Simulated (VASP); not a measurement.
Crystal: P.

```xyz
3
Lattice="4.4088 0.0000 0.0000 -2.2044 3.8181 0.0000 0.0000 0.0000 5.0019" Properties=species:S:1:pos:R:3 pbc="T T T"
P     0.9937    0.0000    1.6673
P    -0.4969    0.8606    3.3346
P     1.7075    2.9575    0.0000
```

```yaml
Program: VASP 6.6.1
Task: relaxation of cell and atoms
Functional: r2SCAN
Potentials_or_basis: VASP PAW PBE potentials, release 64 (P)
Cutoff: 600 eV
k_mesh: 6 × 6 × 4
Occupations: gaussian, width 0.1 eV
Spin: no spin polarisation
```

At the start: pressure -12.3 GPa; volume 28.07 Å³/atom.

**Question.** Where does the relaxation end?

**Answer.** Over 31 steps the energy falls by 923.0 meV/atom and the volume is 14.41 Å³/atom (-48.7 %); space group R-3m (No. 166, to 0.05 Å).

The path:
| step | energy change (eV) | largest force (eV/Å) | pressure (GPa) | volume (Å³) |
| --- | --- | --- | --- | --- |
| 1 | 0.0000 | 2.1089 | -12.35 | 84.20 |
| 2 | -0.9154 | 2.6737 | 10.81 | 60.40 |
| 3 | -1.2303 | 0.2482 | -1.40 | 66.81 |
| 4 | -1.2312 | 0.3392 | -0.96 | 66.49 |
| 5 | -1.2307 | 0.4344 | -0.49 | 66.16 |
| 6 | -1.2568 | 0.3623 | -0.72 | 64.70 |
| 7 | -1.3388 | 0.3487 | -1.25 | 60.45 |
| 8 | -1.6235 | 1.1312 | -0.82 | 52.48 |
| 9 | -2.2225 | 1.8235 | 20.85 | 38.57 |
| 10 | -2.2288 | 2.1037 | 11.44 | 41.54 |
| 11 | -2.2460 | 1.9627 | 17.68 | 39.54 |
| 12 | -2.2497 | 1.9422 | 17.91 | 39.46 |
| 13 | -2.2592 | 1.8789 | 18.64 | 39.23 |
| 14 | -2.2708 | 1.7408 | 19.92 | 38.77 |
| 15 | -2.2624 | 1.4077 | 23.15 | 37.86 |
| 16 | -2.2724 | 1.6422 | 20.73 | 38.47 |
| 17 | -2.2860 | 1.6221 | 20.43 | 38.54 |
| 18 | -2.3260 | 1.5634 | 19.67 | 38.74 |
| 19 | -2.4013 | 1.4433 | 17.83 | 39.15 |
| 20 | -2.5285 | 1.1584 | 13.35 | 39.99 |
| 21 | -2.6897 | 0.6649 | 5.62 | 41.69 |
| 22 | -2.7250 | 0.0773 | -5.28 | 45.24 |
| 23 | -2.7490 | 0.2391 | -1.91 | 43.93 |
| 24 | -2.7493 | 0.2676 | -1.37 | 43.74 |
| 25 | -2.7531 | 0.2422 | -1.23 | 43.68 |
| 26 | -2.7620 | 0.1688 | -0.78 | 43.50 |
| 27 | -2.7679 | 0.0465 | 0.24 | 43.14 |
| 28 | -2.7680 | 0.0554 | 0.16 | 43.17 |
| 29 | -2.7680 | 0.0579 | 0.12 | 43.18 |
| 30 | -2.7683 | 0.0487 | 0.08 | 43.19 |
| 31 | -2.7690 | 0.0273 | -0.05 | 43.23 |

Final structure:
```
P
1.0
     3.42285    0.00000    0.00000
    -1.71142    2.96427    0.00000
     0.00000    0.00000    4.26065
P
3
Direct
  0.33160 0.00000 0.33333
  0.00000 0.33160 0.66667
  0.66840 0.66840 0.00000
```

Caveat: the volume moved by over 15 % at a fixed basis, so the end points are rough; the PAW data sets were made with another functional, which shifts forces and pressure a little.
